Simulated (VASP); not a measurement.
Crystal: Ti4CuAg.

```xyz
6
Lattice="2.9338 0.0000 0.0000 0.0000 2.9338 0.0000 0.0000 0.0000 11.2545" Properties=species:S:1:pos:R:3 pbc="T T T"
Ti    1.4669    1.4669    2.0368
Ti    0.0000    0.0000    7.3431
Ti    0.0000    0.0000    3.9115
Ti    1.4669    1.4669    9.2178
Cu    1.4669    1.4669    5.6273
Ag    0.0000    0.0000    0.0000
```

```yaml
Program: VASP 6.6.1
Task: relaxation of cell and atoms
Functional: PBEsol
Potentials_or_basis: VASP PAW PBE potentials, release 64 (Ti_sv, Cu, Ag)
Cutoff: 600 eV
k_mesh: 8 × 8 × 3
Occupations: gaussian, width 0.05 eV
Spin: no spin polarisation
```

At the start: pressure -3.4 GPa; volume 16.14 Å³/atom.

Q: Where does the relaxation end?

A: Over 10 steps the energy falls by 4.8 meV/atom and the volume is 15.71 Å³/atom (-2.7 %); space group P4/mmm (No. 123, to 0.1 Å) before and after.

The path:
| step | energy change (eV) | largest force (eV/Å) | pressure (GPa) | volume (Å³) |
| --- | --- | --- | --- | --- |
| 1 | 0.0000 | 0.0339 | -3.38 | 96.87 |
| 2 | -0.0088 | 0.0835 | 3.09 | 92.18 |
| 3 | -0.0285 | 0.0337 | 0.01 | 94.25 |
| 4 | -0.0284 | 0.0324 | -0.01 | 94.31 |
| 5 | -0.0285 | 0.0162 | -0.08 | 94.30 |
| 6 | -0.0285 | 0.0146 | -0.08 | 94.29 |
| 7 | -0.0286 | 0.0153 | 0.07 | 94.17 |
| 8 | -0.0286 | 0.0148 | 0.08 | 94.23 |
| 9 | -0.0286 | 0.0150 | 0.02 | 94.25 |
| 10 | -0.0286 | 0.0079 | -0.08 | 94.25 |

Final structure:
```
Ti Cu Ag
1.0
     2.90706    0.00000    0.00000
     0.00000    2.90706    0.00000
     0.00000    0.00000   11.15289
Ti Cu Ag
4 1 1
Cartesian
  1.4535 1.4535 2.0158
  0.0000 0.0000 7.2777
  0.0000 0.0000 3.8752
  1.4535 1.4535 9.1371
  1.4535 1.4535 5.5764
  0.0000 0.0000 11.1529
```

Caveat: the PAW data sets were made with another functional, which shifts forces and pressure a little.
